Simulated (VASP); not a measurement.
# Si24PC23 (a cell with a defect) (Moissanite) in VASP: further runs

The runs below take Si24PC23 (a cell with a defect) (Moissanite) through single point, with PBE.

All numbers are computed with VASP 6.6.1; they aren't measurements. Logs are shortened: lines on timing, memory, paths and dates and some standing lists are left out, and cuts for length are marked.

## 1. The cell of the first run

The cell holds a defect, 48 atoms: a = 6.152 Å, b = 9.228 Å, c = 10.096 Å, α = 90.00°, β = 90.00°, γ = 120.00°.

## 2. Single point, PBE

File INCAR:

```
SYSTEM = Si24PC23
PREC     = Accurate       ! precision mode
ENCUT    = 520            ! plane-wave cutoff, eV
EDIFF    = 1E-6           ! SCF threshold, eV
ISMEAR   = -1             ! smearing method
SIGMA    = 0.01           ! smearing width, eV
LREAL    = Auto         
LASPH    = .TRUE.         ! aspherical terms in the spheres
NELM     = 100            ! most SCF steps
ALGO     = Normal         ! electronic algorithm
ISIF     = 2              ! what is computed and relaxed
LWAVE    = .FALSE.        ! write WAVECAR
LCHARG   = .FALSE.        ! write CHGCAR
GGA      = PE             ! functional
NELECT   = 192.0        
NBANDS   = 126            ! bands
```

File KPOINTS:

```
regular mesh
0
G
  4 3 2
  0 0 0
```

File POSCAR:

```
Si24PC23
1.0
    6.1520000000      0.0000000000      0.0000000000
   -4.6140000000      7.9916824260      0.0000000000
    0.0000000000      0.0000000000     10.0960000000
Si P C
24 1 23
Direct
    0.1667814436      0.2222927040     -0.0276836398
    0.1667975580      0.2224514133      0.5019915134
    0.1667447164      0.5556771069      0.0015267805
    0.1647132297      0.5566600869      0.5048275556
    0.1672555492      0.8888809192      0.0010409878
    0.1654889730      0.8867069776      0.5048207013
    0.6660535684      0.2214336992      0.0005956948
    0.6681006434      0.2240483949      0.5056900982
    0.6674130259      0.5564396510      0.0019867720
    0.6709534830      0.5574614607      0.5046422333
    0.6654654212      0.8881637830      0.0013776302
    0.6638704403      0.8858669604      0.5045391116
    0.3494795852      0.0978246791      0.2616278634
    0.3349470766      0.1095742432      0.7482462418
    0.3563880326      0.4740539378      0.2620845346
    0.3358924324      0.4476903031      0.7483645394
    0.3275058835      0.7742855908      0.2526548794
    0.3325475748      0.7772141944      0.7532227108
    0.7958486918      0.0961174538      0.2614803201
    0.8291053496      0.1091622270      0.7482986016
    0.8325747608      0.4439149797      0.2538862212
    0.8334978485      0.4448101775      0.7538158462
    0.8386119368      0.7810463887      0.2533140570
    0.8338105697      0.7779828966      0.7533474432
    0.1681536078      0.2245369188      0.1861447739
    0.1666700968      0.2223226917      0.6899088236
    0.1635869368      0.5566969475      0.1898588018
    0.1649062859      0.5561141200      0.6908414307
    0.1683338983      0.8869406459      0.1895081517
    0.1657781186      0.8873509694      0.6906522715
    0.6664474463      0.2218015678      0.1898187533
    0.6680542608      0.2239524995      0.6904292192
    0.6749291437      0.5608209635      0.1904858202
    0.6697187219      0.5566889611      0.6908406213
    0.6591734475      0.8833832410      0.1901786014
    0.6646755670      0.8866364899      0.6905129360
    0.3352107815      0.1095553986      0.4449334985
    0.3360563249      0.1089591094      0.9348612367
    0.3363129800      0.4481774363      0.4452311077
    0.3369010634      0.4488370667      0.9352428409
    0.3321476876      0.7771271813      0.4402017619
    0.3328400197      0.7774259597      0.9404732316
    0.8287393319      0.1090771698      0.4448626793
    0.8271728240      0.1086073446      0.9350901835
    0.8329837629      0.4441164106      0.4407243405
    0.8328884386      0.4441628328      0.9419088828
    0.8345785361      0.7786517341      0.4405218541
    0.8338929235      0.7782961111      0.9410694804
```

Potentials or basis: VASP PAW PBE potentials, release 64 (Si, P, C).

Started as:

```console
> cat potpaw_PBE.64/Si/POTCAR potpaw_PBE.64/P/POTCAR potpaw_PBE.64/C/POTCAR > POTCAR
> mpirun -np 1 vasp_std > vasp.out
```

OUTCAR:

```text
SYSTEM = Si24PC23
   PREC = Accurate
   ENCUT = 520
   EDIFF = 1E-6
   ISMEAR = -1
   LREAL = Auto
   LASPH = .TRUE.
   NELM = 100
   ISIF = 2
   GGA = PE
   NELECT = 192.0

 ion  position               nearest neighbor table
   1  0.167  0.222  0.972-  38 1.85  44 1.85  40 1.85  25 2.16  14 2.89  20 2.89  16 2.89   7 3.09
                             7 3.09   3 3.09   5 3.09   9 3.10  11 3.10
   2  0.167  0.222  0.502-  37 1.89  43 1.89  39 1.89  26 1.90  14 3.07  20 3.07  16 3.07   8 3.08
                             8 3.08   4 3.09   6 3.09  10 3.10  12 3.10  13 3.13  19 3.13  15 3.15
   3  0.167  0.556  0.002-  42 1.88  46 1.88  40 1.88  27 1.90  22 3.07  11 3.07  18 3.07   5 3.07
                             9 3.08   9 3.08  17 3.08   7 3.08   1 3.09  16 3.11  21 3.11  15 3.12
   4  0.165  0.557  0.505-  28 1.88  41 1.88  39 1.88  45 1.88  15 2.98  16 3.04  10 3.04   6 3.04
                            12 3.05   8 3.06  18 3.07  22 3.07  17 3.08  21 3.09   2 3.09  10 3.11
   5  0.167  0.889  0.001-  42 1.88  48 1.88  38 1.88  29 1.90  18 3.07  24 3.07  11 3.07   7 3.07
                             9 3.07   3 3.07  11 3.08  23 3.09   1 3.09  17 3.10  14 3.10  13 3.12
   6  0.165  0.887  0.505-  30 1.88  47 1.88  41 1.88  37 1.88  13 2.98  14 3.04  10 3.04   4 3.04
                            18 3.07  24 3.07  12 3.07  23 3.08  12 3.08   2 3.09  17 3.10   8 3.10
   7  0.666  0.221  0.001-  46 1.88  38 1.88  44 1.88  31 1.91  22 3.07   5 3.07  11 3.07   3 3.08
                             9 3.09   1 3.09   1 3.09  14 3.10  20 3.10  21 3.11  13 3.13  19 3.14
   8  0.668  0.224  0.506-  32 1.87  37 1.88  45 1.88  43 1.88  13 3.00  19 3.00  14 3.02  20 3.03
                             4 3.06  22 3.06  10 3.07   2 3.08   2 3.08  21 3.09   6 3.10  12 3.11
   9  0.667  0.556  0.002-  48 1.88  46 1.88  40 1.89  33 1.90  11 3.07   5 3.07  22 3.07  24 3.07
[... 53 lines left out ...]
  47  0.835  0.779  0.441-   6 1.88  12 1.88  10 1.88  23 1.89
  48  0.834  0.778  0.941-   5 1.88   9 1.88  11 1.88  24 1.90

  LATTYP: Found a simple monoclinic cell.
 ALAT       =     6.1520000000
 B/A-ratio  =     1.6410923277
 C/A-ratio  =     1.3228756555
 COS(beta)  =    -0.1889822365

  Lattice vectors:

 A1 = (   6.1520000000,   0.0000000000,   0.0000000000)
 A2 = (   0.0000000000,   0.0000000000,  10.0960000000)
 A3 = (  -1.5380000000,  -7.9916824260,   0.0000000000)

Analysis of symmetry for initial positions (statically):
=====================================================================
 Subroutine PRICEL returns:
 Original cell was already a primitive cell.

 Routine SETGRP: Setting up the symmetry group for a
 simple monoclinic supercell.

 Subroutine GETGRP returns: Found  1 space group operations
 (whereof  1 operations were pure point group operations)
 out of a pool of  4 trial point group operations.

The static configuration has the point symmetry C_1 .

Analysis of symmetry for dynamics (positions and initial velocities):
=====================================================================
 Subroutine PRICEL returns:
 Original cell was already a primitive cell.

 Routine SETGRP: Setting up the symmetry group for a
 simple monoclinic supercell.

 Subroutine GETGRP returns: Found  1 space group operations
 (whereof  1 operations were pure point group operations)
 out of a pool of  4 trial point group operations.

The dynamic configuration has the point symmetry C_1 .

 Subroutine INISYM returns: Found  1 space group operations
 (whereof  1 operations are pure point group operations),
 and found     1 'primitive' translations

----------------------------------------------------------------------------------------

                                     Primitive cell

  volume of cell :     496.3681

  direct lattice vectors                    reciprocal lattice vectors
     6.152000000  0.000000000  0.000000000     0.162548765  0.093847573  0.000000000
    -4.614000000  7.991682426  0.000000000     0.000000000  0.125130097  0.000000000
[... 46 lines left out ...]
   TEBEG  =    0.0;   TEEND  =   0.0 temperature during run
   PSTRESS=    0.0 pullay stress
   NELECT =     192.0000    total number of electrons
   NUPDOWN=      -1.0000    fix difference up-down
   EMIN   =  10.00;   EMAX   =-10.00  energy-range for DOS
   EFERMI =   0.00;   METHOD = LEGACY
   ISMEAR =    -1;   SIGMA  =   0.01  broadening in eV -4-tet -1-fermi 0-gaus
   EFERMI_NEDOS =   21; number of points for ismear=-14 and -15
   IALGO  =     38    algorithm
   IMIX   =      4    mixing-type and parameters
     AMIX     =   0.40;   BMIX     =  1.00
     AMIX_MAG =   1.60;   BMIX_MAG =  1.00
  volume/ion in A,a.u.               =      10.34        69.78
  Fermi-wavevector in a.u.,A,eV,Ry     =   1.192817  2.254098 19.358549  1.422813
  Thomas-Fermi vector in A             =   2.328847
   LORBIT       =      0    0 simple, 1 ext, 2 COOP (PROOUT), +10 PAW based schemes
   GGA     = PE    functional components
   LHFCALC =     F    Hartree Fock is set to
   AEXX    =    0.0000 exact exchange contribution
   IVDW    =     0    specifies the selected vdW correction
   LEPSILON=     F    determine dielectric tensor
   LRPA    =     F    only Hartree local field effects (RPA)
 non-spin polarized calculation
  energy-cutoff  :      520.00
  volume of cell :      496.37
 maximum number of plane-waves:     13404
 NGX is ok and might be reduce to    48
   NGX = 23   NGY = 35   NGZ = 37

 number of electron     191.9999999 magnetization

 Free energy of the ion-electron system (eV)
  ---------------------------------------------------
  ext. energy  EPLUGINS =         0.00000000
  ---------------------------------------------------
  free energy    TOTEN  =      -364.93396848 eV

  energy without entropy =     -364.93396848  energy(sigma->0) =     -364.93396848

 E-fermi :   8.7485     XC(G=0): -11.3738

 val. band max:        8.5256125978   @ k =   0.0000   0.0000   0.0000
 cond. band min:      10.6374712129   @ k =   0.2500   0.0000   0.0000
 fundamental gap:      2.1118586151
 Fermi energy:         8.7484892913

 k-point     1 :       0.0000    0.0000    0.0000
  band No.  band energies     occupation
      1      -7.1985      2.00000
      2      -6.0530      2.00000
      3      -5.9377      2.00000
      4      -5.4042      2.00000
      5      -5.2807      2.00000
      6      -4.3679      2.00000
[... 1543 lines left out ...]
    107      12.9593      0.00000
    108      13.0682      0.00000
 [bands above 108 left out]

------------------------ aborting loop because EDIFF is reached ----------------------------------------

  FORCE on cell =-STRESS in cart. coord.  units (eV):
  Direction    XX          YY          ZZ          XY          YZ          ZX
  --------------------------------------------------------------------------------------
  -------------------------------------------------------------------------------------
  Total       15.3413612     15.1223605     15.6353494      0.0349578      0.0288819      0.0065803
  in kB       49.5188548     48.8119640     50.4677899      0.1128369      0.0932250      0.0212399
  external PRESSURE =      49.5995362 kB  Pullay stress =       0.0000000 kB

 VOLUME and BASIS-vectors are now :
 -----------------------------------------------------------------------------
  energy-cutoff  :      520.00
  volume of cell :      496.37
      direct lattice vectors                 reciprocal lattice vectors
     6.152000000  0.000000000  0.000000000     0.162548765  0.093847573  0.000000000
    -4.614000000  7.991682426  0.000000000     0.000000000  0.125130097  0.000000000
     0.000000000  0.000000000 10.096000000     0.000000000  0.000000000  0.099049128

 POSITION                                       TOTAL-FORCE (eV/Angst)
 -----------------------------------------------------------------------------------
      0.00038      1.77649      9.81651        -0.000580      0.000773      0.038082
     -0.00025      1.77776      5.06811        -0.001703      0.002842     -0.015013
     -1.53808      4.44079      0.01541        -0.004585      0.000953      0.011592
     -1.55511      4.44865      5.09674        -0.003672     -0.003706     -0.000181
     -3.07234      7.10365      0.01051        -0.002706     -0.006286      0.009070
     -3.07318      7.08628      5.09667        -0.002984     -0.006342     -0.000885
[... 40 lines left out ...]
      1.54163      6.22274      4.44751        -0.005689     -0.001166     -0.000054
      1.53905      6.21990      9.50104        -0.001024      0.001851     -0.000024
 -----------------------------------------------------------------------------------
    total drift:                                0.004451      0.008776     -0.046741

  FREE ENERGIE OF THE ION-ELECTRON SYSTEM (eV)
  ---------------------------------------------------
  free  energy   TOTEN  =      -364.9339684808 eV

  energy  without entropy=     -364.9339684808  energy(sigma->0) =     -364.93396848
```

Wall time 19 min (1 thread of Intel Xeon Platinum 8375C at 2.90GHz (Ice Lake), shared host); peak memory 0.89 GiB.

What came out:

* Free energy: -364.9340 eV
* Largest force: 0.038 eV/Å

Forces on the atoms (eV/Å):
```
Si  -0.001  0.001  0.038
Si  -0.002  0.003 -0.015
Si  -0.005  0.001  0.012
Si  -0.004 -0.004  0.000
Si  -0.003 -0.006  0.009
Si  -0.003 -0.006 -0.001
Si  -0.002  0.005  0.010
Si  -0.002  0.012 -0.003
Si   0.004  0.001  0.007
Si   0.004 -0.001  0.000
Si   0.003 -0.005  0.003
Si   0.007 -0.004  0.001
Si  -0.015  0.008 -0.021
Si   0.015 -0.010  0.011
Si  -0.004 -0.020 -0.017
Si   0.001  0.021  0.007
Si  -0.005 -0.001 -0.007
Si   0.005  0.002  0.006
Si   0.015  0.013 -0.018
Si  -0.015 -0.012  0.008
Si   0.003  0.001  0.000
Si  -0.001  0.004  0.003
Si   0.004 -0.004 -0.004
Si  -0.002 -0.004  0.004
P   -0.002  0.000  0.015
C    0.002  0.001  0.001
C    0.011 -0.001 -0.003
C    0.004  0.001 -0.005
C   -0.001  0.005 -0.004
C    0.004  0.005 -0.007
C   -0.001 -0.004 -0.005
C   -0.004  0.000 -0.005
C   -0.009  0.000 -0.007
C   -0.009 -0.001 -0.004
C    0.005  0.003 -0.002
C    0.005  0.002 -0.005
C   -0.002 -0.002  0.008
C   -0.011  0.004 -0.007
C   -0.001 -0.003  0.007
C    0.001 -0.016  0.000
C    0.004  0.003 -0.001
C    0.001  0.003 -0.002
C    0.000 -0.002  0.003
C    0.007  0.014  0.003
C    0.003 -0.003 -0.004
C    0.001 -0.005 -0.011
C   -0.006 -0.001  0.000
C   -0.001  0.002  0.000
```

Caveat: the cell carries a net charge on a neutralising background, which shifts energy and pressure; the cell is charged against a uniform background, so pressure and absolute levels hang on convention.

## 3. Single point, PBE

File INCAR:

```
PREC     = Accurate       # precision mode
ENCUT    = 520            # plane-wave cutoff, eV
EDIFF    = 1E-6           # SCF threshold, eV
ISMEAR   = -1             # smearing method
SIGMA    = 0.01           # smearing width, eV
LREAL    = Auto         
LASPH    = T              # aspherical terms in the spheres
NELM     = 100            # most SCF steps
ALGO     = Normal         # electronic algorithm
ISIF     = 2              # what is computed and relaxed
LWAVE    = F              # write WAVECAR
LCHARG   = F              # write CHGCAR
GGA      = PE             # functional
NBANDS   = 126            # bands
NELECT   = 192.0
```

File KPOINTS:

```
Automatic mesh
0
Gamma
  4 3 2
```

File POSCAR:

```
Si24PC23
1.0
    6.1520000000      0.0000000000      0.0000000000
   -4.6140000000      7.9916824260      0.0000000000
    0.0000000000      0.0000000000     10.0960000000
Si P C
24 1 23
Direct
    0.1666666666      0.2222222222      0.0000000000
    0.1666666666      0.2222222222      0.5000000000
    0.1666666666      0.5555555556      0.0000000000
    0.1666666666      0.5555555556      0.5000000000
    0.1666666666      0.8888888889      0.0000000000
    0.1666666666      0.8888888889      0.5000000000
    0.6666666666      0.2222222222      0.0000000000
    0.6666666666      0.2222222222      0.5000000000
    0.6666666666      0.5555555556      0.0000000000
    0.6666666666      0.5555555556      0.5000000000
    0.6666666666      0.8888888889      0.0000000000
    0.6666666666      0.8888888889      0.5000000000
    0.3333333334      0.1111111111      0.2500000000
    0.3333333334      0.1111111111      0.7500000000
    0.3333333334      0.4444444444      0.2500000000
    0.3333333334      0.4444444444      0.7500000000
    0.3333333334      0.7777777778      0.2500000000
    0.3333333334      0.7777777778      0.7500000000
    0.8333333334      0.1111111111      0.2500000000
    0.8333333334      0.1111111111      0.7500000000
    0.8333333334      0.4444444444      0.2500000000
    0.8333333334      0.4444444444      0.7500000000
    0.8333333334      0.7777777778      0.2500000000
    0.8333333334      0.7777777778      0.7500000000
    0.1666666666      0.2222222222      0.1925000000
    0.1666666666      0.2222222222      0.6925000000
    0.1666666666      0.5555555556      0.1925000000
    0.1666666666      0.5555555556      0.6925000000
    0.1666666666      0.8888888889      0.1925000000
    0.1666666666      0.8888888889      0.6925000000
    0.6666666666      0.2222222222      0.1925000000
    0.6666666666      0.2222222222      0.6925000000
    0.6666666666      0.5555555556      0.1925000000
    0.6666666666      0.5555555556      0.6925000000
    0.6666666666      0.8888888889      0.1925000000
    0.6666666666      0.8888888889      0.6925000000
    0.3333333334      0.1111111111      0.4425000000
    0.3333333334      0.1111111111      0.9425000000
    0.3333333334      0.4444444444      0.4425000000
    0.3333333334      0.4444444444      0.9425000000
    0.3333333334      0.7777777778      0.4425000000
    0.3333333334      0.7777777778      0.9425000000
    0.8333333334      0.1111111111      0.4425000000
    0.8333333334      0.1111111111      0.9425000000
    0.8333333334      0.4444444444      0.4425000000
    0.8333333334      0.4444444444      0.9425000000
    0.8333333334      0.7777777778      0.4425000000
    0.8333333334      0.7777777778      0.9425000000
```

Potentials or basis: VASP PAW PBE potentials, release 64 (Si, P, C).

Started as:

```console
> cat potpaw_PBE.64/Si/POTCAR potpaw_PBE.64/P/POTCAR potpaw_PBE.64/C/POTCAR > POTCAR
> mpirun -np 1 vasp_std > vasp.out
```

Run time: 27 min. Hardware: 1 thread of AMD EPYC 7R43 (Zen 3), shared host; peak memory 0.85 GiB.

Results (log left out):

```yaml
Free_energy: -359.8308 eV
Largest_force: 11.380 eV/Å
```

Forces on the atoms (eV/Å):
```
Si  -0.004  0.038 -8.230
Si  -0.005  0.044  1.448
Si  -0.131  0.126  0.468
Si  -0.163  0.074  0.893
Si   0.016 -0.241  0.465
Si  -0.042 -0.245  0.890
Si   0.004  0.154  0.338
Si   0.005  0.261  0.898
Si   0.135  0.138  0.487
Si   0.167  0.087  0.883
Si  -0.016 -0.227  0.484
Si   0.042 -0.228  0.876
Si   8.987 -5.391  4.397
Si  -0.067 -0.014  0.511
Si   0.026 10.527  4.324
Si  -0.001 -0.023  0.530
Si   0.075  0.107  1.124
Si   0.002  0.004  0.652
Si  -8.984 -5.415  4.381
Si   0.067 -0.014  0.514
Si  -0.031  0.270  1.062
Si  -0.003  0.049  0.651
Si  -0.076 -0.080  1.061
Si  -0.002  0.006  0.662
P   -0.009  0.054 -2.417
C    0.003 -0.009 -0.724
C    0.003 -0.249 -0.897
C    0.058 -0.037 -0.725
C   -0.211  0.097 -0.893
C    0.014  0.085 -0.722
C    0.006  0.231 -0.928
C    0.001 -0.085 -0.700
C    0.006 -0.311 -0.877
C   -0.051 -0.039 -0.726
C    0.216  0.182 -0.874
C   -0.012  0.083 -0.722
C   -0.189  0.146 -1.000
C    0.010  0.024 -0.373
C   -0.006 -0.294 -0.981
C   -0.005 -0.051 -0.397
C    0.012  0.043 -0.892
C    0.014  0.044 -0.578
C    0.187  0.154 -0.995
C   -0.013  0.030 -0.375
C    0.001 -0.085 -0.901
C   -0.001 -0.078 -0.598
C   -0.017  0.027 -0.877
C   -0.018  0.031 -0.595
```

Levels at points of the mesh, in eV from the Fermi level:
```tsv
k point	band 93	band 94	band 95	band 96	band 97	band 98	band 99	band 100
(0.00, 0.00, 0.00)	-1.16	-0.48	-0.47	-0.24	1.42	1.83	2.32	2.47
(0.50, 0.00, 0.00)	-1.20	-1.15	-1.15	-1.08	1.98	2.01	2.24	2.70
(0.00, 0.00, 0.50)	-0.83	-0.82	-0.60	-0.60	1.43	1.89	2.29	2.39
(0.50, 0.00, 0.50)	-1.43	-1.39	-1.39	-1.35	2.18	2.46	2.49	2.71
```

Caveat: the cell carries a net charge on a neutralising background, which shifts energy and pressure; the cell is charged against a uniform background, so pressure and absolute levels hang on convention.
